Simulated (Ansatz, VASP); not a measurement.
## CsMgBiO3 in VASP and in Ansatz

```
CELL_PARAMETERS angstrom
3.13956 1.81262 3.77482
-3.13956 1.81262 3.77482
0.00000 -3.62525 3.77482
ATOMIC_POSITIONS crystal
Cs 0.89838 0.89838 0.89838
Mg 0.30827 0.30827 0.30827
Bi 0.56691 0.56691 0.56691
O 0.49684 0.98255 0.49684
O 0.49684 0.49684 0.98255
O 0.98255 0.49684 0.49684
```

Alike in both runs: functional LDA; k mesh 4 × 4 × 4; occupations fermi-dirac, width 0.01 eV; no spin polarisation.

Ansatz relaxed the structure, and its values are those at the end. VASP's run is a single point on that final structure, the one shown.

```csv
,VASP,Ansatz
version,VASP 6.6.1,Ansatz 0.2.0
potentials or method,"VASP PAW LDA potentials, release 64 (Cs_sv, Mg, Bi_d, O)","plane waves, PAW"
plane-wave cutoff (eV),600,420
valence electrons in the cell,44,52
```

```csv
,VASP,Ansatz,Ansatz less VASP
pressure (GPa),0.0,0.0,0.00
rms of the force components (eV/Å),0.032,0.001,-0.0303
```

LDA's correlation is that of Perdew and Zunger in VASP and of Perdew and Wang (1992) in Ansatz. VASP's potentials hold 44 valence electrons a cell and Ansatz's 52, so a difference there can come from the potentials and not from the codes.

Neither program's run includes spin-orbit coupling.
